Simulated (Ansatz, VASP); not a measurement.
# GaSb3: VASP beside Ansatz

```
Ga Sb
1.0
     0.00000    3.28526    4.27083
     3.28526    0.00000    4.27083
     3.28526    3.28526    0.00000
Ga Sb
1 3
Direct
  0.00000 0.00000 0.00000
  0.25000 0.25000 0.25000
  0.75000 0.75000 0.75000
  0.50000 0.50000 0.50000
```

Alike in both runs: task single point; functional PBEsol; dispersion D3(BJ); k mesh 14 × 14 × 14; occupations gaussian, width 0.15 eV; no spin polarisation.

|  | VASP | Ansatz |
| --- | --- | --- |
| version | VASP 6.6.1 | Ansatz 0.2.0 |
| potentials or method | VASP PAW PBE potentials, release 64 (Ga_d, Sb), cutoff 520 eV | scalar-relativistic, plane waves, PAW |
| valence electrons in the cell | 28 | 58 |

Ansatz gave:

- gap on the k mesh at the Fermi level (eV): none
- pressure (GPa): 1.6
- traceless stress, the component that is largest in VASP (GPa): -0.61

Q: What did VASP give for the same quantities?

A: gap on the k mesh at the Fermi level (eV): none; pressure (GPa): 1.6; traceless stress, the component that is largest in VASP (GPa): -0.60.

VASP's potentials were made for PBE, not for PBEsol. A gap of «none» marks a metal or a gap that the smearing closes. VASP's potentials hold 28 valence electrons a cell and Ansatz's 58, so a difference there can come from the potentials and not from the codes.

Neither program's run includes spin-orbit coupling.
